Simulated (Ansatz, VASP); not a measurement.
Cu: VASP beside Ansatz

The input INCAR:

```
SYSTEM = Cu
ALGO = Fast ; EDIFF = 1E-7
ENCUT = 520 ; GGA = CA
ISIF = 2 ; ISMEAR = 0
LASPH = .TRUE. ; LCHARG = .TRUE.
LELF = .TRUE. ; LREAL = .FALSE.
LVHAR = .TRUE. ; LWAVE = .FALSE.
NBANDS = 18 ; NELM = 100
PREC = Accurate ; SIGMA = 0.15
```

KPOINTS

```
k-points
0
G
  20 20 12
  0 0 0
```

The input POSCAR:

```
Cu
1.0
   -1.4273957350      1.4273957350      1.3410790631
    1.4273957350     -1.4273957350      1.3410790631
    2.8547914700      2.8547914700      0.0000000000
Cu
2
Direct
   -0.0540609439     -0.0540609439      0.0000000000
    0.5540609439      0.5540609439      0.5000000000
```

Input for Ansatz:

```yaml
crystal:
  lattice:
    - [-1.427395735, 1.427395735, 1.3410790631]
    - [1.427395735, -1.427395735, 1.3410790631]
    - [2.85479147, 2.85479147, 0.0]
  atoms:
    - { symbol: Cu, position: [-0.0540609439, -0.0540609439, 0.0] }
    - { symbol: Cu, position: [0.5540609439, 0.5540609439, 0.5] }
basis:
  ecutwfc: 520.0
kpoints:
  mp_grid: { grid: [20, 20, 12] }
hamiltonian:
  xc: lda
  pseudopotentials: { kind: paw, azcp: { folder: soft_1 } }
scf:
  occupations: { method: gaussian, width: 0.15 }
output:
  forces: true
  stress: true
  eigenvalues: true
```

Change from the starting cell: mode 1 frozen in at +0.000 Å and mode 5 at -0.145 Å (largest displacements).

Alike in both runs: task single point; functional LDA; k mesh 20 × 20 × 12; occupations gaussian, width 0.15 eV; no spin polarisation.

|  | VASP | Ansatz |
| --- | --- | --- |
| version | VASP 6.6.1 | Ansatz 0.2.0 |
| potentials or method | VASP PAW LDA potentials, release 64 (Cu), cutoff 520 eV | scalar-relativistic, plane waves, PAW |
| valence electrons in the cell | 22 | 38 |

VASP gave:

```
gap on the k mesh at the Fermi level (eV)                     : none
pressure (GPa)                                                : 4.1
traceless stress, the component that is largest in VASP (GPa) : 4.81
rms of the force components (eV/Å)                            : 0.572
```

Task: What did Ansatz give for the same quantities?

Result: gap on the k mesh at the Fermi level (eV): none; pressure (GPa): 3.2; traceless stress, the component that is largest in VASP (GPa): 4.83; rms of the force components (eV/Å): 0.571.

Ansatz warns that its potentials were made for another functional, while VASP's fit it. LDA's correlation is that of Perdew and Zunger in VASP and of Perdew and Wang (1992) in Ansatz. Atom by atom the forces differ by 0.001 eV/Å (rms over components). A gap of «none» marks a metal or a gap that the smearing closes. VASP's potentials hold 22 valence electrons a cell and Ansatz's 38, so a difference there can come from the potentials and not from the codes.
